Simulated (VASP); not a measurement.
# TlBr (Pm-3m) in VASP: G0W0 quasiparticle levels with PBE

Aim: the G0W0 quasiparticle levels of TlBr with PBE.

Program: VASP 6.6.1. These are calculated values, not measurements. Logs are shortened: lines on timing, memory, paths and dates and some standing lists are left out, and cuts for length are marked.

**1. The cell of the first run**

The structure is cubic, space group Pm-3m (No. 221). The conventional cell has a = 3.946 Å, b = 3.946 Å, c = 3.946 Å, α = 90.00°, β = 90.00°, γ = 90.00°. Tl (site symmetry m-3m) has 8 Br at 3.42 Å and 6 Tl at 3.95 Å within 4.5 Å. Br (site symmetry m-3m) has 8 Tl at 3.42 Å and 6 Br at 3.95 Å within 4.5 Å.

**2. G0W0 quasiparticle levels, PBE**

Contents of POSCAR:

```
TlBr
1.0
    3.9461933130      0.0000000000      0.0000000000
    0.0000000000      3.9461933130      0.0000000000
    0.0000000000      0.0000000000      3.9461933130
Tl Br
1 1
Direct
    0.0000000000      0.0000000000      0.0000000000
    0.5000000000      0.5000000000      0.5000000000
```

Contents of INCAR.step1:

```
SYSTEM = TlBr
  PREC = Accurate
  ENCUT = 500
  EDIFF = 1E-8
  ISMEAR = 0
  SIGMA = 0.01
  LREAL = .False.
  LASPH = .True.
  NELM = 80
  ALGO = Normal
  LWAVE = .True.
  LCHARG = .False.
  GGA = PE
```

Contents of INCAR.step2:

```
SYSTEM = TlBr
  PREC = Accurate
  ENCUT = 500
  EDIFF = 1E-8
  ISMEAR = 0
  SIGMA = 0.01
  LREAL = .False.
  LASPH = .True.
  NELM = 1
  ALGO = Exact
  LWAVE = .True.
  LCHARG = .False.
  GGA = PE
  NBANDS = 242
  LOPTICS = .True.
  ISTART = 1
```

Contents of INCAR.step3:

```
SYSTEM = TlBr
  PREC = Accurate
  ENCUT = 500
  EDIFF = 1E-8
  ISMEAR = 0
  SIGMA = 0.01
  LREAL = .False.
  LASPH = .True.
  ALGO = EVGW0
  LWAVE = .False.
  LCHARG = .False.
  GGA = PE
  NELMGW = 1
  NBANDS = 242
  ENCUTGW = 140.0
  NOMEGA = 96
  PRECFOCK = Fast
  ISTART = 1
  NBANDSGW = 19
  OMEGAMAX = 20
```

Contents of KPOINTS:

```
regular mesh
0
Gamma
  4 4 4
  0 0 0
```

Potentials or basis: VASP PAW PBE potentials, release 64 (Tl_d_GW, Br_GW).

The run is started by

```console
cat potpaw_PBE.64/Tl_d_GW/POTCAR potpaw_PBE.64/Br_GW/POTCAR > POTCAR
cp INCAR.step1 INCAR
mpirun -np 1 vasp_std > vasp.out
cp INCAR.step2 INCAR
mpirun -np 1 vasp_std > vasp.out
cp INCAR.step3 INCAR
mpirun -np 1 vasp_std > vasp.out
```

OUTCAR:

```text
SYSTEM = TlBr
   PREC = Accurate
   ENCUT = 500
   EDIFF = 1E-8
   ISMEAR = 0
   LREAL = .False.
   LASPH = .True.
   GGA = PE
   NELMGW = 1
   ENCUTGW = 140.0
   PRECFOCK = Fast
   ISTART = 1

 ion  position               nearest neighbor table
   1  0.000  0.000  0.000-
   2  0.500  0.500  0.500-

  LATTYP: Found a simple cubic cell.
 ALAT       =     3.9461933130

  Lattice vectors:

 A1 = (   3.9461933130,   0.0000000000,   0.0000000000)
 A2 = (   0.0000000000,   3.9461933130,   0.0000000000)
 A3 = (   0.0000000000,   0.0000000000,   3.9461933130)

Analysis of symmetry for initial positions (statically):
=====================================================================
 Subroutine PRICEL returns:
 Original cell was already a primitive cell.

 Routine SETGRP: Setting up the symmetry group for a
 simple cubic supercell.

 Subroutine GETGRP returns: Found 48 space group operations
 (whereof 48 operations were pure point group operations)
 out of a pool of 48 trial point group operations.

The static configuration has the point symmetry O_h .

Analysis of symmetry for dynamics (positions and initial velocities):
=====================================================================
 Subroutine PRICEL returns:
 Original cell was already a primitive cell.

 Routine SETGRP: Setting up the symmetry group for a
 simple cubic supercell.

 Subroutine GETGRP returns: Found 48 space group operations
 (whereof 48 operations were pure point group operations)
 out of a pool of 48 trial point group operations.

The dynamic configuration has the point symmetry O_h .

 Subroutine INISYM returns: Found 48 space group operations
 (whereof 48 operations are pure point group operations),
 and found     1 'primitive' translations

----------------------------------------------------------------------------------------

                                     Primitive cell

  volume of cell :      61.4519

  direct lattice vectors                    reciprocal lattice vectors
     3.946193313  0.000000000  0.000000000     0.253408772  0.000000000  0.000000000
     0.000000000  3.946193313  0.000000000     0.000000000  0.253408772  0.000000000
     0.000000000  0.000000000  3.946193313     0.000000000  0.000000000  0.253408772

  length of vectors
     3.946193313  3.946193313  3.946193313     0.253408772  0.253408772  0.253408772

  position of ions in fractional coordinates (direct lattice)
     0.000000000  0.000000000  0.000000000
     0.500000000  0.500000000  0.500000000

  ion indices of the primitive-cell ions
   primitive index   ion index
                 1           1
                 2           2

----------------------------------------------------------------------------------------

 KPOINTS: regular mesh

Automatic generation of k-mesh.
 Grid dimensions read from file:
 generate k-points for:    4    4    4

 Generating k-lattice:

  Cartesian coordinates                     Fractional coordinates (reciprocal lattice)
     0.063352193  0.000000000  0.000000000     0.250000000  0.000000000  0.000000000
     0.000000000  0.063352193  0.000000000     0.000000000  0.250000000  0.000000000
     0.000000000  0.000000000  0.063352193     0.000000000  0.000000000  0.250000000

  Length of vectors
     0.063352193  0.063352193  0.063352193

  Shift w.r.t. Gamma in fractional coordinates (k-lattice)
     0.000000000  0.000000000  0.000000000

 Subroutine IBZKPT returns following result:
 ===========================================

 Found     10 irreducible k-points:

 Following reciprocal coordinates:
            Coordinates               Weight
  0.000000  0.000000  0.000000      1.000000
  0.250000  0.000000  0.000000      6.000000
  0.500000  0.000000  0.000000      3.000000
  0.250000  0.250000  0.000000     12.000000
  0.500000  0.250000  0.000000     12.000000
  0.500000  0.500000  0.000000      3.000000
  0.250000  0.250000  0.250000      8.000000
  0.500000  0.250000  0.250000     12.000000
  0.500000  0.500000  0.250000      6.000000
  0.500000  0.500000  0.500000      1.000000
   k-points           NKPTS =     10   k-points in BZ     NKDIM =     64   number of bands    NBANDS=    242
   number of dos      NEDOS =    301   number of ions     NIONS =      2
   total plane-waves  NPLWV =  27000
   dimension x,y,z NGX =    30 NGY =   30 NGZ =   30
   dimension x,y,z NGXF=    60 NGYF=   60 NGZF=   60
   ions per type =               1   1
   NGX,Y,Z   is equivalent  to a cutoff of  12.64, 12.64, 12.64 a.u.
   NGXF,Y,Z  is equivalent  to a cutoff of  25.28, 25.28, 25.28 a.u.
 SYSTEM =  TlBr
   PREC   = accura    normal or accurate (medium, high low for compatibility)
   ISTART =      1    job   : 0-new  1-cont  2-samecut
   ICHARG =      0    charge: 1-file 2-atom 10-const
   ISPIN  =      1    spin polarized calculation?
   LNONCOLLINEAR =      F non collinear calculations
   LSORBIT =      F    spin-orbit coupling
   LASPH  =      T    aspherical Exc in radial PAW
   ENCUT  =  500.0 eV  36.75 Ry    6.06 a.u.   7.19  7.19  7.19*2*pi/ulx,y,z
   NELM   =     60;   NELMIN=  2; NELMDL=  0     # of ELM steps
   EDIFF  = 0.1E-07   stopping-criterion for ELM
   LREAL  =      F    real-space projection
   EDIFFG = 0.1E-06   stopping-criterion for IOM
   NSW    =      0    number of steps for IOM
   IBRION =     -1    ionic relax: 0-MD 1-quasi-New 2-CG
   NFREE  =      0    steps in history (QN), initial steepest desc. (CG)
   ISIF   =      0    stress and relaxation
   ISYM   =      3    0-nonsym 1-usesym 2-fastsym
   POTIM  = 0.5000    time-step for ionic-motion
   TEBEG  =    0.0;   TEEND  =   0.0 temperature during run
   PSTRESS=    0.0 pullay stress
   NELECT =      22.0000    total number of electrons
   NUPDOWN=      -1.0000    fix difference up-down
   EMIN   =  10.00;   EMAX   =-10.00  energy-range for DOS
   EFERMI =   0.00;   METHOD = LEGACY
   ISMEAR =     0;   SIGMA  =   0.01  broadening in eV -4-tet -1-fermi 0-gaus
   EFERMI_NEDOS =   21; number of points for ismear=-14 and -15
   IALGO  =     38    algorithm
   IMIX   =      4    mixing-type and parameters
     AMIX     =   0.40;   BMIX     =  1.00
     AMIX_MAG =   1.60;   BMIX_MAG =  1.00
  volume/ion in A,a.u.               =      30.73       207.35
  Fermi-wavevector in a.u.,A,eV,Ry     =   1.162440  2.196694 18.385114  1.351268
  Thomas-Fermi vector in A             =   2.299001
   LORBIT       =      0    0 simple, 1 ext, 2 COOP (PROOUT), +10 PAW based schemes
   GGA     = PE    functional components
   LHFCALC =     T    Hartree Fock is set to
   PRECFOCK=fast      Normal, Fast or Accurate (Low or Medium for compatibility)
   ENCUT4O =  -1.0   cutoff for four orbital integrals eV
   NKREDX  =     1    reduce k-point grid by
   NKREDY  =     1    reduce k-point grid by
   NKREDZ  =     1    reduce k-point grid by
   AEXX    =    1.0000 exact exchange contribution
   HFSCREEN=    0.0000 screening length (either q_TF or 0.3 A-1)
   HFSCREENC=   0.0000 screening length for correlation (either q_TF or 0.3 A-1)
   ENCUTFOCK=  -1.0 apply spherical cutoff to Coloumb kernel
   IVDW    =     0    specifies the selected vdW correction
   LEPSILON=     F    determine dielectric tensor
   LRPA    =     F    only Hartree local field effects (RPA)
   LRPAFORCE           =     F    calculate RPA forces
   ENCUTGW             = 140.0    cutoff for response function in eV
   ENCUTGWSOFT         = 112.0    soft cutoff for Coulomb kernel in GW response function in eV
   ENCUTLF             =  -1.0    cutoff for local field effects
   NELMGW              =     1    number of iterations in solving QP/BSE equation
   NELMHF              =     1    number of iterations in the inner HF iteration
   NKREDLFX            =     1    NKREDLFY  =   1   NKREDLFZ  =   1
 non-spin polarized calculation
 Gauss-broadening in eV      SIGMA  =   0.01
  energy-cutoff  :      500.00
  volume of cell :       61.45
 maximum number of plane-waves:      1596
 NGX is ok and might be reduce to    30
  NGX = 16; NGY = 16; NGZ = 16
   NGX = 15   NGY = 15   NGZ = 15
 maximum number of plane-waves:       251

 QP shifts <psi_nk| G(iteration)W_0 |psi_nk>: iteration 1
 for sc-GW calculations column KS-energies equals QP-energies in previous step
 and V_xc(KS)=  KS-energies - (<T + V_ion + V_H > + <T+V_H+V_ion>^1  + <V_x>^1)

 k-point   1 :       0.0000    0.0000    0.0000
  band No.  KS-energies  QP-energies   sigma(KS)   V_xc(KS)     V^pw_x(r,r')   Z            occupation Imag(sigma)

      1    -124.3184    -135.6039     -27.2597     -11.8240     -34.7078       0.7311       2.0000       0.5415
      2     -12.7644     -13.3514     -14.4412     -13.6297     -21.8895       0.7233       2.0000       1.2791
      3      -9.0535     -11.5635     -19.6116     -16.1827     -23.6657       0.7320       2.0000       0.1158
      4      -9.0535     -11.5635     -19.6116     -16.1827     -23.6657       0.7320       2.0000       0.1158
      5      -8.8630     -11.4228     -19.8692     -16.4286     -23.9447       0.7440       2.0000       0.1231
      6      -8.8630     -11.4228     -19.8692     -16.4286     -23.9447       0.7440       2.0000       0.1231
[... 11 lines left out ...]
     18      14.5860      14.9063      -9.5048      -9.9320      -4.3540       0.7495       0.0000      -0.3779
     19      14.5860      14.9063      -9.5048      -9.9320      -4.3540       0.7495       0.0000      -0.3779

 k-point   2 :       0.2500    0.0000    0.0000
  band No.  KS-energies  QP-energies   sigma(KS)   V_xc(KS)     V^pw_x(r,r')   Z            occupation Imag(sigma)

      1    -124.3184    -135.5945     -27.2596     -11.8242     -34.7078       0.7305       2.0000       0.5414
      2     -12.6398     -13.1600     -14.5250     -13.7647     -21.9729       0.6842       2.0000       1.2074
      3      -9.0478     -11.5607     -19.6246     -16.1942     -23.6778       0.7326       2.0000       0.1153
      4      -8.9837     -11.5099     -19.6792     -16.2510     -23.7282       0.7369       2.0000       0.1204
      5      -8.8965     -11.4459     -19.8124     -16.3769     -23.8980       0.7421       2.0000       0.1338
      6      -8.8965     -11.4459     -19.8124     -16.3769     -23.8980       0.7421       2.0000       0.1338
[... 11 lines left out ...]
     18      14.3854      14.6636      -8.7993      -9.1576      -3.6060       0.7764       0.0000      -0.4588
     19      14.3854      14.6636      -8.7993      -9.1576      -3.6060       0.7764       0.0000      -0.4588
[... 142 lines left out ...]
      1    -124.3185    -135.5053     -27.2594     -11.8248     -34.7076       0.7248       2.0000       0.5415
      2     -12.2860     -12.7504     -14.8565     -14.1496     -22.1996       0.6570       2.0000       1.0663
      3      -8.9622     -11.4914     -19.6897     -16.2657     -23.7909       0.7387       2.0000       0.1477
      4      -8.9622     -11.4914     -19.6897     -16.2657     -23.7909       0.7387       2.0000       0.1477
      5      -8.9340     -11.4389     -19.6773     -16.2896     -23.7888       0.7394       2.0000       0.1530
      6      -8.8891     -11.4338     -19.8199     -16.3850     -23.8549       0.7408       2.0000       0.1153
[... 11 lines left out ...]
     18      15.9162      16.5262      -9.6997     -10.4620      -4.2873       0.8003       0.0000      -0.6765
     19      17.0316      17.2328      -8.2517      -8.5172      -2.7691       0.7579       0.0000      -0.4903

 k-point  10 :       0.5000    0.5000    0.5000
  band No.  KS-energies  QP-energies   sigma(KS)   V_xc(KS)     V^pw_x(r,r')   Z            occupation Imag(sigma)

      1    -124.3186    -135.4636     -27.2592     -11.8249     -34.7075       0.7221       2.0000       0.5417
      2     -12.1800     -12.6167     -14.9042     -14.2390     -22.2340       0.6565       2.0000       1.0458
      3      -9.0121     -11.5346     -19.5914     -16.1769     -23.7121       0.7388       2.0000       0.1678
      4      -9.0121     -11.5346     -19.5914     -16.1769     -23.7121       0.7388       2.0000       0.1678
      5      -9.0121     -11.5346     -19.5914     -16.1769     -23.7121       0.7388       2.0000       0.1678
      6      -8.8030     -11.3663     -19.9434     -16.5036     -23.9705       0.7452       2.0000       0.1146
[... 11 lines left out ...]
     18      17.5064      18.1095      -8.6005      -9.3679      -3.1920       0.7859       0.0000      -0.5202
     19      17.9472      18.4205     -10.1347     -10.7410      -4.4233       0.7806       0.0000      -0.7263
```

It took 7.2 min on 1 thread of Intel Xeon 6975P-C (Granite Rapids), shared host; peak memory 0.82 GiB.

What came out:

```
Quasiparticle gap                                   : 2.80 eV
Least direct quasiparticle gap                      : 2.80 eV
Band gap of the starting levels on the mesh         : 1.78 eV
Least direct gap of the starting levels on the mesh : 1.78 eV
```

Caveat: the k points lie up to 0.40 Å⁻¹ apart; bands, screening cutoff and mesh are small and nothing is extrapolated, so the quasiparticle values aren't converged; spin-orbit coupling is left out, which moves the levels of the heavy elements.
